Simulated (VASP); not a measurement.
The system is MgO (zincblende type).

```
Mg O
1.0
     0.00000    2.24680    2.24680
     2.24680    0.00000    2.24680
     2.24680    2.24680    0.00000
Mg O
1 1
Direct
  0.00000 0.00000 0.00000
  0.25000 0.25000 0.25000
```

- Program: VASP 6.6.1
- Task: relaxation of cell and atoms
- Functional: PBE
- Potentials or basis: VASP PAW PBE potentials, release 64 (Mg, O)
- Cutoff: 600 eV
- k mesh: 13 × 13 × 13
- Occupations: fermi-dirac, width 0.08 eV
- Spin: no spin polarisation

At the start: pressure 10.0 GPa; volume 11.34 Å³/atom.

**Question.** How do energy, volume and symmetry change on relaxing?

**Answer.** Over 3 steps the energy falls by 25.4 meV/atom and the volume is 12.21 Å³/atom (+7.7 %); space group F-43m (No. 216, to 0.1 Å) before and after.

Step by step:
| step | energy change (eV) | largest force (eV/Å) | pressure (GPa) | volume (Å³) |
| --- | --- | --- | --- | --- |
| 1 | 0.0000 | 0.0000 | 9.95 | 22.68 |
| 2 | -0.0448 | 0.0000 | -2.87 | 25.08 |
| 3 | -0.0508 | 0.0000 | 0.03 | 24.42 |

Final structure:
```
Mg O
1.0
     0.00000    2.30275    2.30275
     2.30275    0.00000    2.30275
     2.30275    2.30275    0.00000
Mg O
1 1
Direct
  0.00000 0.00000 0.00000
  0.25000 0.25000 0.25000
```
